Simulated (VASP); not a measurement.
Here is a VASP 6.6.1 calculation.

File INCAR:

```
SYSTEM = Ti3H
PREC = Accurate ; ENCUT = 520
EDIFF = 1E-7 ; ISMEAR = 0
SIGMA = 0.1 ; LREAL = .False.
LASPH = .True. ; NELM = 100
ALGO = Normal ; ISIF = 2
LWAVE = .False. ; LCHARG = .False.
LDIPOL = .True. ; IDIPOL = 3
DIPOL = 0.5 0.5 0.334 ; GGA = PE
NBANDS = 26
```

Contents of KPOINTS:

```
Automatic mesh
0
Gamma
  10 10 1
  0 0 0
```

Contents of POSCAR:

```
Ti3H
1.0
    2.8193504947      0.0000000000      0.0000000000
   -0.9397834982      2.6581091378      0.0000000000
    0.0000000000      0.0000000000     21.3259744853
Ti H
3 1
Direct
    0.5000000000      0.5000000000      0.1875646997
    0.0000000000      0.0000000000      0.2892724347
    0.5000000000      0.5000000000      0.3904147260
    0.6666666667      0.6666666667      0.4696608116
```

Potentials or basis: VASP PAW PBE potentials, release 64 (Ti_sv, H).

The run is started by

```sh
$ cat potpaw_PBE.64/Ti_sv/POTCAR potpaw_PBE.64/H/POTCAR > POTCAR
$ mpirun -np 1 vasp_std > vasp.out
```

(1) Estimate the band gap on the k mesh.

(2) What does it give for the largest force?

Answers

(1) zero (an odd number of electrons rules out a gap without spin polarisation).

(2) 1.168 eV/Å.
